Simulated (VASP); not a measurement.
# NaCl: single point with r2SCAN

The system is NaCl.

```xyz
2
Lattice="3.4138 -0.0458 -0.0458 -0.0458 3.4138 -0.0458 -0.0458 -0.0458 3.4138" Properties=species:S:1:pos:R:3 pbc="T T T"
Na    0.0000    0.0000    0.0000
Cl    1.6611    1.6611    1.6611
```

This cell differs from its parent crystal: strain along [111] -4.0%.

```
Program             : VASP 6.6.1
Task                : single point
Functional          : r2SCAN
Potentials or basis : VASP PAW PBE potentials, release 64 (Na_pv, Cl)
Cutoff              : 520 eV
k mesh              : 8 × 8 × 8
Occupations         : gaussian, width 0.01 eV
Spin                : no spin polarisation
```

| Quantity | Value |
| --- | --- |
| Pressure | 1.2 GPa |
| Band gap on the k mesh | 5.12 eV, indirect (least direct gap 5.65 eV) |

Stress tensor (GPa, compression positive):
```
1.17 0.09 0.09
0.09 1.17 0.09
0.09 0.09 1.17
```

Levels at points of the mesh, in eV from the valence-band top:
```
           k point  band 3  band 4  band 5  band 6  band 7  band 8  band 9  band 10  band 11  band 12
(0.00, 0.00, 0.00)  -22.76  -14.25   -0.65   -0.53   -0.53    5.12    9.10     9.10    16.73    16.99
(0.50, 0.00, 0.00)  -22.75  -13.80   -3.31   -0.35   -0.26    7.96   10.10    11.21    12.82    12.90
(0.50, 0.50, 0.00)  -22.75  -13.47   -2.62   -2.55    0.00    6.24   10.79    12.34    12.66    13.32
(0.50, 0.50, 0.50)  -22.78  -13.13   -2.17   -2.17   -2.10    7.62    7.62     8.05    13.64    17.54
```

It took 85 s on 1 thread of Intel Xeon 6975P-C, with other jobs on the host, peak memory 0.18 GiB.

Caveat: the cell differs from its parent crystal (strain along [111] -4.0%); the PAW data sets were made with another functional, which shifts forces and pressure a little. A k mesh can miss the band edges.
